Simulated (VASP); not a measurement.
Set up this calculation in VASP 6.6.1, as the native input.

| Quantity | Value |
| --- | --- |
| Task | single point |
| Functional | BLYP |
| Potentials or basis | VASP PAW PBE potentials, release 64 (Pd) |
| Cutoff | 520 eV |
| k mesh | 14 × 14 × 8 |
| Occupations | fermi-dirac, width 0.1 eV |
| Spin | no spin polarisation |
| Dipole correction | no |
| Further INCAR settings | ALGO = Normal; EDIFF = 1e-06; NBANDS = 17 |

The structure of Pd lies in POSCAR:

```
Pd
1.0
    2.9066236649      0.0000000000      0.0000000000
   -1.4533118325      2.5172099330      0.0000000000
    0.0000000000      0.0000000000      4.8581899672
Pd
2
Direct
    0.3333333333      0.6666666667      0.2500000000
    0.6666666667      0.3333333333      0.7500000000
```

This isn't the form of Pd at room conditions, which is fcc.

The input as run:

INCAR

```
PREC = Accurate ; ENCUT = 520
EDIFF = 1E-6 ; ISMEAR = -1
SIGMA = 0.1 ; LREAL = False
LASPH = True ; NELM = 60
ALGO = Normal ; ISIF = 2
LWAVE = False ; LCHARG = False
GGA = B5 ; ALDAX = 1.0
AGGAX = 1.0 ; AGGAC = 1.0
ALDAC = 0.0 ; NBANDS = 17
```

KPOINTS

```
regular mesh
0
Gamma
  14 14 8
```

Potentials or basis: VASP PAW PBE potentials, release 64 (Pd).

The run is started by

```console
$ cat potpaw_PBE.64/Pd/POTCAR > POTCAR
$ mpirun -np 1 vasp_std > vasp.out
```

Results of the run:

| Quantity | Value |
| --- | --- |
| Pressure | -7.9 GPa |
| Band gap on the k mesh | zero (bands 10 and 11 overlap by 0.69 eV) |

Caveat: the cell stands under tension; the PAW data sets were made with another functional, which shifts forces and pressure a little.

Wall time 49 s on 1 thread of Intel(R) Xeon(R) Platinum 8259CL CPU @ 2.50GHz (Skylake/Cascade Lake), on a shared host, peak memory 0.19 GiB.
